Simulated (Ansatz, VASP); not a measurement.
# SiO2: VASP beside Ansatz

```
CELL_PARAMETERS angstrom
-2.47324 2.47324 3.56495
2.47324 -2.47324 3.56495
2.47324 2.47324 -3.56495
ATOMIC_POSITIONS crystal
Si 0.00000 0.00000 0.00000
Si 0.75000 0.25000 0.50000
O 0.97317 0.62500 0.84817
O 0.37500 0.22317 0.34817
O 0.77683 0.12500 0.15183
O 0.87500 0.02683 0.65183
```

Change from the starting cell: strain +0.000 along x and y, -0.025 along z, atoms carried along.

Alike in both runs: task single point; functional r2SCAN; k mesh 6 × 6 × 6; occupations gaussian, width 0.05 eV; no spin polarisation.

|  | VASP | Ansatz |
| --- | --- | --- |
| version | VASP 6.6.1 | Ansatz 0.2.0 |
| potentials or method | VASP PAW PBE potentials, release 64 (Si, O), cutoff 520 eV | scalar-relativistic, plane waves, PAW |
| valence electrons in the cell | 32 | 32 |

VASP gave:

| Property | Result |
| --- | --- |
| gap on the k mesh at the Fermi level (eV) | 6.69 |
| least direct gap on the mesh (eV) | 6.69 |
| pressure (GPa) | 4.6 |
| traceless stress, the component that is largest in VASP (GPa) | 0.83 |
| rms of the force components (eV/Å) | 0.127 |

Q: Estimate Ansatz's values.

A: gap on the k mesh at the Fermi level (eV): 6.69; least direct gap on the mesh (eV): 6.69; pressure (GPa): 4.4; traceless stress, the component that is largest in VASP (GPa): 0.82; rms of the force components (eV/Å): 0.127.

VASP's potentials were made for PBE, not for r2SCAN. Atom by atom the forces differ by 0.001 eV/Å (rms over components). With one functional, cell and mesh, what is left measures potentials, basis and numerics.
